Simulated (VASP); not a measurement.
Write the native input for VASP 6.6.1 that does the following.

* Task: single point
* Functional: r2SCAN
* Potentials or basis: VASP PAW PBE potentials, release 64 (Ga_d, In_d, As)
* Cutoff: 520 eV
* k mesh: 6 × 4 × 4
* Occupations: fermi-dirac, width 0.02 eV
* Spin: no spin polarisation
* Dipole correction: no
* Further INCAR settings: ALGO = Normal; EDIFF = 1e-06; NBANDS = 46

InGa3As4:

```
Ga In As
1.0
     4.08535    0.00000    0.00000
     0.00000    4.08930    5.78576
     0.00000   -4.08930    5.78576
Ga In As
3 1 4
Direct
  0.00000 0.99971 0.99971
  0.50000 0.99992 0.50031
  0.50000 0.50031 0.99992
  0.00000 0.49943 0.49943
  0.50000 0.12504 0.12504
  0.00000 0.11058 0.62975
  0.00000 0.62975 0.11058
  0.50000 0.63527 0.63527
```

One way to write it, as run:

POSCAR

```
InGa3As4
1.0
    4.0853493286      0.0000000000      0.0000000000
    0.0000000000      4.0892979663      5.7857591305
    0.0000000000     -4.0892979663      5.7857591305
Ga In As
3 1 4
Direct
    0.0000000000     -0.0002929345     -0.0002929345
    0.5000000000     -0.0000781922      0.5003053172
    0.5000000000      0.5003053172     -0.0000781922
    0.0000000000      0.4994298317      0.4994298317
    0.5000000000      0.1250420969      0.1250420969
    0.0000000000      0.1105836849      0.6297451842
    0.0000000000      0.6297451842      0.1105836849
    0.5000000000      0.6352650119      0.6352650119
```

INCAR.step1

```
SYSTEM = InGa3As4
  PREC = Accurate
  ENCUT = 520
  ISMEAR = -1
  SIGMA = 0.02
  LREAL = .False.
  LASPH = .True.
  NELM = 80
  NBANDS = 46
  GGA = PE
  ALGO = Normal
  EDIFF = 1E-4
  LWAVE = .True.
  LCHARG = .False.
```

INCAR.step2

```
SYSTEM = InGa3As4
  PREC = Accurate
  ENCUT = 520
  EDIFF = 1E-6
  ISMEAR = -1
  SIGMA = 0.02
  LREAL = .False.
  LASPH = .True.
  NELM = 80
  ALGO = Normal
  ISIF = 2
  LWAVE = .False.
  LCHARG = .False.
  METAGGA = R2SCAN
  LMIXTAU = .True.
  NBANDS = 46
  ISTART = 1
```

KPOINTS

```
regular mesh
0
Gamma
  6 4 4
  0 0 0
```

Potentials or basis: VASP PAW PBE potentials, release 64 (Ga_d, In_d, As).

The run is started by

```sh
$ cat potpaw_PBE.64/Ga_d/POTCAR potpaw_PBE.64/In_d/POTCAR potpaw_PBE.64/As/POTCAR > POTCAR
$ cp INCAR.step1 INCAR
$ mpirun -np 1 vasp_std > vasp.out
$ cp INCAR.step2 INCAR
$ mpirun -np 1 vasp_std > vasp.out
```

It gave:

```json
{
  "Pressure": "0.1 GPa",
  "Largest force": "0.006 eV/Å",
  "Band gap on the k mesh": "0.38 eV, direct"
}
```

Caveat: the PAW data sets were made with another functional, which shifts forces and pressure a little; spin-orbit coupling is left out, which moves the levels of the heavy elements.

It took 11 min on 1 thread of Intel(R) Xeon(R) Platinum 8488C (Sapphire Rapids), with other jobs on the host, peak memory 0.45 GiB.
